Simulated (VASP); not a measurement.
Input of a VASP 6.6.1 run:

Contents of POSCAR:

```
Cr3PtC
1.0
    3.8520417999      0.0000000000      0.0000000000
    0.0000000000      3.8520417999      0.0000000000
    0.0000000000      0.0000000000      3.8520417999
Pt C Cr
1 1 3
Direct
    0.0000000000      0.0000000000      0.0000000000
    0.5000000000      0.5000000000      0.5000000000
    0.5000000000      0.5000000000      0.0000000000
    0.5000000000      0.0000000000      0.5000000000
    0.0000000000      0.5000000000      0.5000000000
```

File INCAR.step1:

```
SYSTEM = Cr3PtC
PREC = Accurate
ENCUT = 520
ISMEAR = 0
SIGMA = 0.1
LREAL = .FALSE.
LASPH = .TRUE.
NELM = 100
NBANDS = 33
GGA = PE
ALGO = Normal
EDIFF = 1E-4
LWAVE = .TRUE.
LCHARG = .FALSE.
```

File INCAR.step2:

```
SYSTEM = Cr3PtC
PREC = Accurate
ENCUT = 520
EDIFF = 1E-6
ISMEAR = 0
SIGMA = 0.1
LREAL = .FALSE.
LASPH = .TRUE.
NELM = 100
ALGO = Normal
ISIF = 2
LWAVE = .FALSE.
LCHARG = .FALSE.
METAGGA = R2SCAN
LMIXTAU = .TRUE.
NBANDS = 33
ISTART = 1
```

The input KPOINTS:

```
Automatic mesh
0
G
  10 10 10
  0 0 0
```

Potentials or basis: VASP PAW PBE potentials, release 64 (Pt, C, Cr_pv).

Run with:

```console
$ cat potpaw_PBE.64/Pt/POTCAR potpaw_PBE.64/C/POTCAR potpaw_PBE.64/Cr_pv/POTCAR > POTCAR
$ cp INCAR.step1 INCAR
$ mpirun -np 1 vasp_std > vasp.out
$ cp INCAR.step2 INCAR
$ mpirun -np 1 vasp_std > vasp.out
```

Question: What does it give for the pressure?

Answer: -4.3 GPa.

Question: What does it give for the band gap on the k mesh?

Answer: Zero (band 25 reaches 11.25 eV, above the bottom of band 26 at 10.20 eV).

Caveat: the PAW data sets were made with another functional, which shifts forces and pressure a little; spin-orbit coupling is left out, which moves the levels of the heavy elements. Spin polarisation is off, so any magnetic state and its effect on volume and gap are missing.
